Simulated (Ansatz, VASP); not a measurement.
## BN: VASP beside Ansatz

```
B N
1.0
     2.40840    0.00138    0.00000
     1.20299    2.08644    0.00000
     0.00000    0.00000   26.00000
B N
1 1
Direct
  0.49998 0.49998 0.50000
  0.83332 0.83332 0.50000
```

Change from the starting cell: biaxial strain -0.040, atoms relaxed.

Alike in both runs: task relaxation of the atoms; functional PBE; dispersion D3(BJ); k mesh 10 × 10 × 1; occupations gaussian, width 0.02 eV; no spin polarisation.

```csv
,VASP,Ansatz
version,VASP 6.6.1,Ansatz 0.2.0
potentials or method,"VASP PAW PBE potentials, release 64 (B, N), cutoff 520 eV","scalar-relativistic, plane waves, PAW"
valence electrons in the cell,8,8
```

|  | VASP | Ansatz | Ansatz less VASP |
| --- | --- | --- | --- |
| gap on the k mesh at the Fermi level, each at its own relaxed structure (eV) | 4.75 | 4.75 | +0.002 |

Ansatz's warnings: near symmetry operations not taken, stress scf threshold loose, xc potential rough in thin density.

Noted on VASP's run: the relaxation stopped at its first step, so nothing moved.
